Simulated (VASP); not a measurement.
Sb: relaxation of cell and atoms with r2SCAN

Crystal: Sb.

```xyz
4
Lattice="1.9531 -6.1956 0.0000 1.9531 6.1956 0.0000 0.0000 0.0000 5.1689" Properties=species:S:1:pos:R:3 pbc="T T T"
Sb    1.9531    4.9812    4.7037
Sb    1.9531   -1.2143    3.0496
Sb    1.9531   -4.9812    0.4652
Sb    1.9531    1.2143    2.1192
```

```
Program                : VASP 6.6.1
Task                   : relaxation of cell and atoms
Functional             : r2SCAN
Potentials or basis    : VASP PAW PBE potentials, release 64 (Sb)
Cutoff                 : 600 eV
k mesh                 : 6 × 6 × 4
Occupations            : gaussian, width 0.1 eV
Spin                   : no spin polarisation
Dipole correction      : no
Further INCAR settings : ALGO = Normal; EDIFF = 1e-06; IBRION = 2; EDIFFG = -0.04; NSW = 90; ISIF = 3
```

```json
{
 "Relaxed volume": "33.19 Å³/atom",
 "Relaxed cell": "a = 6.643 Å, b = 6.643 Å, c = 4.886 Å, α = 90.00°, β = 90.00°, γ = 141.99°",
 "Space group after relaxing (to 0.1 Å)": "Cmce (No. 64)",
 "Energy gained by relaxing": "619.9 meV/atom",
 "Ionic steps": "14",
 "Pressure after relaxing": "0.0 GPa",
 "Largest force after relaxing": "0.031 eV/Å"
}
```

Forces on the atoms (eV/Å):
```
Sb   0.000  0.007  0.030
Sb   0.000  0.007 -0.030
Sb   0.000 -0.007 -0.030
Sb   0.000 -0.007  0.030
```

Stress tensor (GPa, compression positive):
```
-0.03  0.00  0.00
 0.00 -0.07  0.00
 0.00  0.00  0.04
```

The path:
```
step  energy change (eV)  largest force (eV/Å)  pressure (GPa)  volume (Å³)
   1              0.0000                4.3010           20.32       125.09
   2              0.0668                1.7906           -7.42       211.33
   3             -2.3056                0.1685           -1.45       158.39
   4             -2.3202                0.2635           -0.77       156.15
   5             -2.3224                0.3490           -0.33       154.81
   6             -2.3485                0.2738           -0.42       153.49
   7             -2.3494                0.2958           -0.43       153.21
   8             -2.3726                0.2061           -0.28       150.40
   9             -2.3988                0.1482            0.31       142.19
  10             -2.4192                0.1607            0.05       140.74
  11             -2.4543                0.2522           -0.59       136.28
  12             -2.4749                0.0515            0.50       132.18
  13             -2.4749                0.0469            0.48       132.27
  14             -2.4798                0.0307           -0.02       132.76
```

Final structure:
```
Sb
1.0
     2.16297   -6.28050    0.00000
     2.16297    6.28050    0.00000
     0.00000    0.00000    4.88650
Sb
4
Direct
  0.11226 0.88774 0.94779
  0.61226 0.38774 0.55221
  0.88774 0.11226 0.05221
  0.38774 0.61226 0.44779
```

Levels at points of the mesh, in eV from the Fermi level:
```tsv
k point	band 7	band 8	band 9	band 10	band 11	band 12	band 13	band 14
(0.00, 0.00, 0.00)	-2.77	-1.84	-1.59	-0.57	2.11	2.36	2.41	3.22
(0.50, 0.00, 0.00)	-1.83	-1.83	-1.58	-1.58	1.03	1.03	1.40	1.40
(0.50, 0.50, 0.00)	-3.12	-1.40	-1.26	-0.12	0.06	2.15	2.22	2.85
(0.00, 0.00, 0.50)	-1.67	-1.67	-0.28	-0.28	0.90	0.90	1.54	1.54
(0.50, 0.00, 0.50)	-3.75	-3.75	-1.53	-1.53	2.06	2.06	4.73	4.73
(0.50, 0.50, 0.50)	-1.42	-1.42	-0.70	-0.70	1.48	1.48	1.70	1.70
```

It took 45 min on 1 thread of Intel(R) Xeon(R) 6975P-C (Granite Rapids) (shared host), peak memory 0.41 GiB.

Caveat: the PAW data sets were made with another functional, which shifts forces and pressure a little; spin-orbit coupling is left out, which moves the levels of the heavy elements.
